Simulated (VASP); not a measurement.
Rh, 1 atom in the cell. The structure is cubic, space group Fm-3m (No. 225). The conventional cell has a = 3.800 Å, b = 3.800 Å, c = 3.800 Å, α = 90.00°, β = 90.00°, γ = 90.00°. Rh (site symmetry m-3m) has 12 Rh at 2.69 Å within 3.5 Å. 

| Quantity | Value |
| --- | --- |
| Program | VASP 6.6.1 |
| Task | single point |
| Functional | r2SCAN |
| Potentials or basis | VASP PAW PBE potentials, release 64 (Rh_sv_GW) |
| Cutoff | 580 eV |
| k mesh | 24 × 24 × 24 |
| Occupations | gaussian, width 0.1 eV |
| Spin | no spin polarisation |
| Dipole correction | no |
| Further INCAR settings | ALGO = Normal; EDIFF = 1e-06; NBANDS = 14 |

Potentials or basis: VASP PAW PBE potentials, release 64 (Rh_sv_GW).

The run is started by

```sh
$ cat potpaw_PBE.64/Rh_sv_GW/POTCAR > POTCAR
$ cp INCAR.step1 INCAR
$ mpirun -np 1 vasp_std > vasp.out
$ cp INCAR.step2 INCAR
$ mpirun -np 1 vasp_std > vasp.out
```

Hardware: 1 thread of AMD EPYC 9R45 96-Core Processor (Zen 5), on a shared host.

Task: Estimate the wall time of this run.

Result: Wall time 4.4 min on 1 thread of AMD EPYC 9R45 96-Core Processor (Zen 5), on a shared host, peak memory 0.22 GiB. Counts: k points 413.
